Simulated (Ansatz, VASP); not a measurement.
One calculation of MgCd2TeSe2, two programs

```
CELL_PARAMETERS angstrom
4.19327 0.00000 0.00000
-2.09664 3.63148 0.00000
0.00000 0.00000 11.90753
ATOMIC_POSITIONS crystal
Mg 0.00000 0.00000 0.50000
Cd 0.33333 0.66667 0.83102
Cd 0.66667 0.33333 0.16898
Te 0.00000 0.00000 0.00000
Se 0.00000 0.00000 0.70455
Se 0.00000 0.00000 0.29545
```

Alike in both runs: functional PBE; k mesh 12 × 12 × 4; occupations gaussian, width 0.1 eV; no spin polarisation.

Ansatz relaxed the structure, and its values are those at the end. VASP's run is a single point on that final structure, the one shown.

```csv
,VASP,Ansatz
version,VASP 6.6.1,Ansatz 0.2.0
potentials or method,"VASP PAW PBE potentials, release 64 (Mg, Cd, Te, Se), cutoff 520 eV","scalar-relativistic, plane waves, PAW"
valence electrons in the cell,44,98
```

```tsv
	VASP	Ansatz	Ansatz less VASP
gap on the k mesh at the Fermi level (eV)	none	none	-
pressure (GPa)	0.1	0.0	-0.12
rms of the force components (eV/Å)	0.008	0.001	-0.0065
```

A gap of «none» marks a metal or a gap that the smearing closes. VASP's potentials hold 44 valence electrons a cell and Ansatz's 98, so a difference there can come from the potentials and not from the codes.

Neither program's run includes spin-orbit coupling.
